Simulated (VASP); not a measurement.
# Na (Pm-3m) in VASP: relaxation of cell and atoms with PBE

Aim: the relaxation of cell and atoms of Na with PBE.

Program: VASP 6.6.1. These are calculated values, not measurements. Logs are shortened: lines on timing, memory, paths and dates and some standing lists are left out, and cuts for length are marked.

## Step 1: The cell of the first run

Symmetry: Pm-3m, No. 221, cubic system. The conventional cell has a = 3.228 Å, b = 3.228 Å, c = 3.228 Å, α = 90.00°, β = 90.00°, γ = 90.00°. Na (site symmetry m-3m) has 6 Na at 3.23 Å within 4.2 Å.

## Step 2: Relaxation of cell and atoms, PBE, target pressure 1.4 GPa, at which the enthalpy is minimised

The input, INCAR:

```
SYSTEM = Na
ALGO     = Normal         ! electronic algorithm
EDIFF    = 1E-6           ! SCF threshold, eV
EDIFFG   = -0.005         ! ionic threshold
ENCUT    = 600            ! plane-wave cutoff, eV
GGA      = PE             ! functional
IBRION   = 2              ! ionic algorithm
ISIF     = 3              ! what is computed and relaxed
ISMEAR   = -1             ! smearing method
LASPH    = .True.         ! aspherical terms in the spheres
LCHARG   = .False.        ! write CHGCAR
LREAL    = .False.        ! projectors in reciprocal space
LWAVE    = .False.        ! write WAVECAR
NELM     = 80             ! most SCF steps
NSW      = 32             ! ionic steps
PREC     = Accurate       ! precision mode
PSTRESS  = 14.0         
SIGMA    = 0.08           ! smearing width, eV
```

The input, KPOINTS:

```
k-points
0
Gamma
  12 12 12
  0 0 0
```

The input, POSCAR:

```
Na
1.0
    3.2277728888      0.0000000000      0.0000000000
    0.0000000000      3.2277728888      0.0000000000
    0.0000000000      0.0000000000      3.2277728888
Na
1
Direct
    0.0000000000      0.0000000000      0.0000000000
```

Potentials or basis: VASP PAW PBE potentials, release 64 (Na_pv).

Launch:

```
$ cat potpaw_PBE.64/Na_pv/POTCAR > POTCAR
$ mpirun -np 1 vasp_std > vasp.out
```

OUTCAR:

```text
SYSTEM = Na
   EDIFF = 1E-6
   EDIFFG = -0.005
   ENCUT = 600
   GGA = PE
   IBRION = 2
   ISIF = 3
   ISMEAR = -1
   LASPH = .True.
   LREAL = .False.
   NELM = 80
   NSW = 32
   PREC = Accurate
   PSTRESS = 14.0

 ion  position               nearest neighbor table
   1  0.000  0.000  0.000-

  LATTYP: Found a simple cubic cell.
 ALAT       =     3.2277728888

  Lattice vectors:

 A1 = (   3.2277728888,   0.0000000000,   0.0000000000)
 A2 = (   0.0000000000,   3.2277728888,   0.0000000000)
 A3 = (   0.0000000000,   0.0000000000,   3.2277728888)

Analysis of symmetry for initial positions (statically):
=====================================================================
 Subroutine PRICEL returns:
 Original cell was already a primitive cell.

 Routine SETGRP: Setting up the symmetry group for a
 simple cubic supercell.

 Subroutine GETGRP returns: Found 48 space group operations
 (whereof 48 operations were pure point group operations)
 out of a pool of 48 trial point group operations.

The static configuration has the point symmetry O_h .

Analysis of symmetry for dynamics (positions and initial velocities):
=====================================================================
 Subroutine PRICEL returns:
 Original cell was already a primitive cell.

 Routine SETGRP: Setting up the symmetry group for a
 simple cubic supercell.

 Subroutine GETGRP returns: Found 48 space group operations
 (whereof 48 operations were pure point group operations)
 out of a pool of 48 trial point group operations.

The dynamic configuration has the point symmetry O_h .

 Subroutine INISYM returns: Found 48 space group operations
 (whereof 48 operations are pure point group operations),
 and found     1 'primitive' translations

----------------------------------------------------------------------------------------

                                     Primitive cell

  volume of cell :      33.6286

  direct lattice vectors                    reciprocal lattice vectors
     3.227772889  0.000000000  0.000000000     0.309811141  0.000000000  0.000000000
     0.000000000  3.227772889  0.000000000     0.000000000  0.309811141  0.000000000
     0.000000000  0.000000000  3.227772889     0.000000000  0.000000000  0.309811141

  length of vectors
     3.227772889  3.227772889  3.227772889     0.309811141  0.309811141  0.309811141

  position of ions in fractional coordinates (direct lattice)
     0.000000000  0.000000000  0.000000000

  ion indices of the primitive-cell ions
   primitive index   ion index
                 1           1

----------------------------------------------------------------------------------------

 KPOINTS: k-points

Automatic generation of k-mesh.
 Grid dimensions read from file:
 generate k-points for:   12   12   12

 Generating k-lattice:

  Cartesian coordinates                     Fractional coordinates (reciprocal lattice)
     0.025817595  0.000000000  0.000000000     0.083333333  0.000000000  0.000000000
     0.000000000  0.025817595  0.000000000     0.000000000  0.083333333  0.000000000
     0.000000000  0.000000000  0.025817595     0.000000000  0.000000000  0.083333333

  Length of vectors
     0.025817595  0.025817595  0.025817595

  Shift w.r.t. Gamma in fractional coordinates (k-lattice)
     0.000000000  0.000000000  0.000000000

 Subroutine IBZKPT returns following result:
 ===========================================

 Found     84 irreducible k-points:

 Following reciprocal coordinates:
            Coordinates               Weight
  0.000000  0.000000  0.000000      1.000000
  0.083333  0.000000  0.000000      6.000000
  0.166667  0.000000  0.000000      6.000000
  0.250000  0.000000  0.000000      6.000000
  0.333333  0.000000  0.000000      6.000000
  0.416667  0.000000  0.000000      6.000000
[... 16 lines left out ...]
  0.333333  0.333333  0.000000     12.000000
  0.416667  0.333333  0.000000     24.000000
 [... further k-points ...]
   k-points           NKPTS =     84   k-points in BZ     NKDIM =     84   number of bands    NBANDS=      7
   number of dos      NEDOS =    301   number of ions     NIONS =      1
   total plane-waves  NPLWV =  21952
   dimension x,y,z NGX =    28 NGY =   28 NGZ =   28
   dimension x,y,z NGXF=    56 NGYF=   56 NGZF=   56
   ions per type =               1
   NGX,Y,Z   is equivalent  to a cutoff of  14.42, 14.42, 14.42 a.u.
   NGXF,Y,Z  is equivalent  to a cutoff of  28.84, 28.84, 28.84 a.u.
 SYSTEM =  Na
   PREC   = accura    normal or accurate (medium, high low for compatibility)
   ISTART =      0    job   : 0-new  1-cont  2-samecut
   ICHARG =      2    charge: 1-file 2-atom 10-const
   ISPIN  =      1    spin polarized calculation?
   LNONCOLLINEAR =      F non collinear calculations
   LSORBIT =      F    spin-orbit coupling
   LASPH  =      T    aspherical Exc in radial PAW
   ENCUT  =  600.0 eV  44.10 Ry    6.64 a.u.   6.45  6.45  6.45*2*pi/ulx,y,z
   NELM   =     80;   NELMIN=  2; NELMDL= -5     # of ELM steps
   EDIFF  = 0.1E-05   stopping-criterion for ELM
   LREAL  =      F    real-space projection
   EDIFFG = -.5E-02   stopping-criterion for IOM
   NSW    =     32    number of steps for IOM
   IBRION =      2    ionic relax: 0-MD 1-quasi-New 2-CG
   NFREE  =      1    steps in history (QN), initial steepest desc. (CG)
   ISIF   =      3    stress and relaxation
   ISYM   =      2    0-nonsym 1-usesym 2-fastsym
   POTIM  = 0.5000    time-step for ionic-motion
   TEBEG  =    0.0;   TEEND  =   0.0 temperature during run
   PSTRESS=   14.0 pullay stress
   NELECT =       7.0000    total number of electrons
   NUPDOWN=      -1.0000    fix difference up-down
   EMIN   =  10.00;   EMAX   =-10.00  energy-range for DOS
   EFERMI =   0.00;   METHOD = LEGACY
   ISMEAR =    -1;   SIGMA  =   0.08  broadening in eV -4-tet -1-fermi 0-gaus
   EFERMI_NEDOS =   21; number of points for ismear=-14 and -15
   IALGO  =     38    algorithm
   IMIX   =      4    mixing-type and parameters
     AMIX     =   0.40;   BMIX     =  1.00
     AMIX_MAG =   1.60;   BMIX_MAG =  1.00
  volume/ion in A,a.u.               =      33.63       226.94
  Fermi-wavevector in a.u.,A,eV,Ry     =   0.970222  1.833454 12.807587  0.941331
  Thomas-Fermi vector in A             =   2.100339
   LORBIT       =      0    0 simple, 1 ext, 2 COOP (PROOUT), +10 PAW based schemes
   GGA     = PE    functional components
   LHFCALC =     F    Hartree Fock is set to
   AEXX    =    0.0000 exact exchange contribution
   IVDW    =     0    specifies the selected vdW correction
   LEPSILON=     F    determine dielectric tensor
   LRPA    =     F    only Hartree local field effects (RPA)
 conjugate gradient relaxation of ions
 non-spin polarized calculation
  energy-cutoff  :      600.00
  volume of cell :       33.63
 maximum number of plane-waves:      1141
 NGX is ok and might be reduce to    28
   NGX = 13   NGY = 13   NGZ = 13

--------------------------------------- Ionic step        1  -------------------------------------------

 number of electron       7.0000000 magnetization

 Free energy of the ion-electron system (eV)
  ---------------------------------------------------
  ext. energy  EPLUGINS =         0.00000000
  ---------------------------------------------------
  free energy    TOTEN  =        -1.17395029 eV

  energy without entropy =       -1.16342194  energy(sigma->0) =       -1.16868612

------------------------ aborting loop because EDIFF is reached ----------------------------------------

  FORCE on cell =-STRESS in cart. coord.  units (eV):
  Direction    XX          YY          ZZ          XY          YZ          ZX
  --------------------------------------------------------------------------------------
  -------------------------------------------------------------------------------------
  Total        0.2853925      0.2853925      0.2853925      0.0000000     -0.0000000     -0.0000000
  in kB       13.5970369     13.5970369     13.5970369      0.0000000     -0.0000000     -0.0000000
  external PRESSURE =      -0.4029631 kB  Pullay stress =      14.0000000 kB
[... 59 lines left out ...]
  enthalpy is  TOTEN    =        -0.8800964376 eV   P V=        0.2934908961

--------------------------------------- Ionic step        3  -------------------------------------------

 number of electron       7.0000000 magnetization

 Free energy of the ion-electron system (eV)
  ---------------------------------------------------
  ext. energy  EPLUGINS =         0.00000000
  ---------------------------------------------------
  free energy    TOTEN  =        -1.17375871 eV

  energy without entropy =       -1.16323110  energy(sigma->0) =       -1.16849491

 E-fermi :   0.6593     XC(G=0):  -6.7568

 val. band max:        0.6217129135   @ k =   0.5000   0.0000   0.0000
 cond. band min:       0.6748666749   @ k =   0.4167   0.2500   0.0833
 fundamental gap:      0.0531537614
 Fermi energy:         0.6593266095

 k-point     1 :       0.0000    0.0000    0.0000
  band No.  band energies     occupation
      1     -24.3909      2.00000
      2     -24.3909      2.00000
      3     -24.3909      2.00000
      4      -2.8440      2.00000
      5       9.5912      0.00000
      6       9.5912      0.00000
      7      11.2879      0.00000
[... 221 lines left out ...]
 k-point    24 :       0.4167    0.3333    0.0000
  band No.  band energies     occupation
      1     -24.4580      2.00000
      2     -24.4421      2.00000
      3     -24.3795      2.00000
      4       1.2535      0.00119
      5       3.5806      0.00000
      6       5.9040      0.00000
      7       8.2126      0.00000

 [... further k-points ...]
[... 5 lines left out ...]
  --------------------------------------------------------------------------------------
  -------------------------------------------------------------------------------------
  Total        0.2950106      0.2950106      0.2950106      0.0000000      0.0000000     -0.0000000
  in kB       14.0643764     14.0643764     14.0643764      0.0000000      0.0000000     -0.0000000
  external PRESSURE =       0.0643764 kB  Pullay stress =      14.0000000 kB
[... 16 lines left out ...]
  FREE ENERGIE OF THE ION-ELECTRON SYSTEM (eV)
  ---------------------------------------------------
  free  energy   TOTEN  =        -1.1737587133 eV

  energy  without entropy=       -1.1632311038  energy(sigma->0) =       -1.16849491

  enthalpy is  TOTEN    =        -0.8800984581 eV   P V=        0.2936602552

 reached required accuracy - stopping structural energy minimisation
```

It took 10 s on 1 thread of Intel Xeon 6975P-C (Granite Rapids), shared host; peak memory 0.15 GiB.

Results:

```yaml
Free_energy: -1.1738 eV
Relaxed_volume: 33.61 Å³/atom
Relaxed_cell: a = 3.227 Å, b = 3.227 Å, c = 3.227 Å, α = 90.00°, β = 90.00°, γ = 90.00°
Space_group_after_relaxing_to_0.05_Å: Pm-3m (No. 221)
Energy_change_on_relaxing_the_enthalpy_is_what_falls: +0.2 meV/atom
Ionic_steps: 3
Pressure_after_relaxing: 1.4 GPa
```

The path:
```tsv
step	energy change (eV)	largest force (eV/Å)	pressure (GPa)	volume (Å³)
1	0.0000	0.0000	1.36	33.63
2	0.0004	0.0000	1.44	33.59
3	0.0002	0.0000	1.41	33.61
```

Final structure:
```
CELL_PARAMETERS angstrom
3.22708 0.00000 0.00000
0.00000 3.22708 0.00000
0.00000 0.00000 3.22708
ATOMIC_POSITIONS crystal
Na 0.00000 0.00000 0.00000
```

Levels at points of the mesh, in eV from the Fermi level:
```tsv
k point	band 1	band 2	band 3	band 4	band 5	band 6	band 7
(0.00, 0.00, 0.00)	-25.05	-25.05	-25.05	-3.50	8.93	8.93	10.63
(0.50, 0.00, 0.00)	-25.13	-25.04	-25.04	-0.04	0.31	11.48	13.00
(0.50, 0.50, 0.00)	-25.12	-25.12	-25.04	3.27	3.32	3.32	4.68
(0.50, 0.50, 0.50)	-25.11	-25.11	-25.11	6.25	6.25	6.25	6.76
```

Caveat: the cell is relaxed towards a set pressure, so the enthalpy falls and the energy may rise.
